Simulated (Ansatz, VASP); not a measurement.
**Two plane-wave programs on CoRu3**

```xyz
4
Lattice="2.6933 0.0000 0.0000 -1.3467 2.3325 0.0000 0.0000 0.0000 8.3680" Properties=species:S:1:pos:R:3 pbc="T T T"
Co    0.0000    1.5550    4.1840
Ru    0.0000    1.5550    0.0000
Ru    1.3467    0.7775    2.1342
Ru    1.3467    0.7775    6.2338
```

Alike in both runs: functional PBE; k mesh 18 × 18 × 6; occupations gaussian, width 0.1 eV; collinear spin.

Ansatz relaxed the structure, and its values are those at the end. VASP's run is a single point on that final structure, the one shown.

```csv
,VASP,Ansatz
version,VASP 6.6.1,Ansatz 0.2.0
potentials or method,"VASP PAW PBE potentials, release 64 (Co, Ru_pv), cutoff 520 eV","scalar-relativistic, plane waves, PAW"
valence electrons in the cell,51,65
```

```tsv
	VASP	Ansatz	Ansatz less VASP
gap on the k mesh at the Fermi level (eV)	none	none	-
pressure (GPa)	-0.1	0.0	+0.06
rms of the force components (eV/Å)	0.005	0.000	-0.0051
net moment per atom (μB)	0.32	0.32	+0.005
size of the moment on the site where the two differ most (μB)	1.31	1.35	+0.043
```

Site moments also hang on the region over which each program counts them. A gap of «none» marks a metal or a gap that the smearing closes. VASP's potentials hold 51 valence electrons a cell and Ansatz's 65, so a difference there can come from the potentials and not from the codes.
